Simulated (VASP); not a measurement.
Write the native input for VASP 6.6.1 that does the following.

```
Task                   : single point
Functional             : LDA
Potentials or basis    : VASP PAW LDA potentials, release 64 (Li_sv, Nb_sv, O)
Cutoff                 : 750 eV
k mesh                 : 6 × 6 × 6
Occupations            : gaussian, width 0.02 eV
Spin                   : no spin polarisation
Dipole correction      : no
Further INCAR settings : ALGO = Normal; EDIFF = 1e-06; NBANDS = 45
```

The structure of LiNbO3 lies in POSCAR:

```
LiNbO3
1.0
    2.5885290955      1.4944879701      4.6318587975
   -2.5885290955      1.4944879701      4.6318587975
    0.0000000000     -2.9889759402      4.6318587975
Li Nb O
2 2 6
Direct
    0.7055913712      0.7055913712      0.7055913712
    0.2055913712      0.2055913712      0.2055913712
    0.9887502335      0.9887502335      0.9887502335
    0.4887502335      0.4887502335      0.4887502335
    0.8705332510      0.2669050331      0.6346689014
    0.6346689014      0.8705332510      0.2669050331
    0.2669050331      0.6346689014      0.8705332510
    0.7669050331      0.3705332510      0.1346689014
    0.3705332510      0.1346689014      0.7669050331
    0.1346689014      0.7669050331      0.3705332510
```

These files were run (other wordings do the same):

INCAR

```
SYSTEM = LiNbO3
PREC = Accurate
ENCUT = 750
EDIFF = 1E-6
ISMEAR = 0
SIGMA = 0.02
LREAL = .False.
LASPH = .True.
NELM = 120
ALGO = Normal
ISIF = 2
LWAVE = .False.
LCHARG = .False.
NBANDS = 45
GGA_COMPAT = .False.
```

KPOINTS

```
Automatic mesh
0
Gamma
  6 6 6
  0 0 0
```

Potentials or basis: VASP PAW LDA potentials, release 64 (Li_sv, Nb_sv, O).

Launch:

```sh
$ cat potpaw_LDA.64/Li_sv/POTCAR potpaw_LDA.64/Nb_sv/POTCAR potpaw_LDA.64/O/POTCAR > POTCAR
$ mpirun -np 1 vasp_std > vasp.out
```

Results of the run:

| Property | Result |
| --- | --- |
| Pressure | -6.3 GPa |
| Largest force | 0.074 eV/Å |
| Band gap on the k mesh | 3.40 eV (least direct gap 3.40 eV) |

Caveat: the cell stands under tension.

It took 12 min on 1 thread of Oxide Virtual Turin-like Processor, with other jobs on the host, peak memory 0.37 GiB.
